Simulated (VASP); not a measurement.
# Cu: relaxation of cell and atoms with PBE+D3(BJ)

Crystal: Cu.

```xyz
1
Lattice="0.0000 2.2973 2.2973 2.2973 0.0000 2.2973 2.2973 2.2973 0.0000" Properties=species:S:1:pos:R:3 pbc="T T T"
Cu    0.0000    0.0000    0.0000
```

```yaml
Program: VASP 6.6.1
Task: relaxation of cell and atoms
Functional: PBE
Dispersion: D3(BJ)
Potentials_or_basis: VASP PAW PBE potentials, release 64 (Cu)
Cutoff: 600 eV
k_mesh: 8 × 8 × 8
Occupations: gaussian, width 0.1 eV
Spin: no spin polarisation
Dipole_correction: no
Further_INCAR_settings: ALGO = Normal; EDIFF = 1e-07; IBRION = 2; EDIFFG = -0.05; NSW = 80; ISIF = 3
```

| Quantity | Value |
| --- | --- |
| Relaxed volume | 11.39 Å³/atom |
| Relaxed cell | a = 2.525 Å, b = 2.525 Å, c = 2.525 Å, α = 60.00°, β = 60.00°, γ = 60.00° |
| Space group after relaxing (to 0.1 Å) | Fm-3m (No. 225) |
| Pressure after relaxing | 0.4 GPa |
| Band gap on the k mesh | zero (an odd number of electrons rules out a gap without spin polarisation) |
| Dispersion energy per atom | -0.605 eV |

Final structure:
```xyz
1
Lattice="0.0000 1.7857 1.7857 1.7857 0.0000 1.7857 1.7857 1.7857 0.0000" Properties=species:S:1:pos:R:3 pbc="T T T"
Cu    0.0000    0.0000    0.0000
```

Levels at points of the mesh, in eV from the Fermi level:
| k point | band 4 | band 5 | band 6 | band 7 | band 8 | band 9 |
| --- | --- | --- | --- | --- | --- | --- |
| (0.00, 0.00, 0.00) | -3.08 | -2.21 | -2.21 | 22.94 | 25.87 | 28.40 |
| (0.50, 0.00, 0.00) | -1.60 | -1.60 | -1.06 | 4.00 | 22.70 | 25.66 |
| (0.50, 0.50, 0.00) | -1.45 | -1.45 | 1.53 | 7.43 | 13.42 | 13.42 |

Wall time 66 s on 1 thread of AMD EPYC 7R13 Processor (Zen 3), on a shared host, peak memory 0.17 GiB.

Caveat: the volume moved by over 15 % at a fixed basis, so the end points are rough.
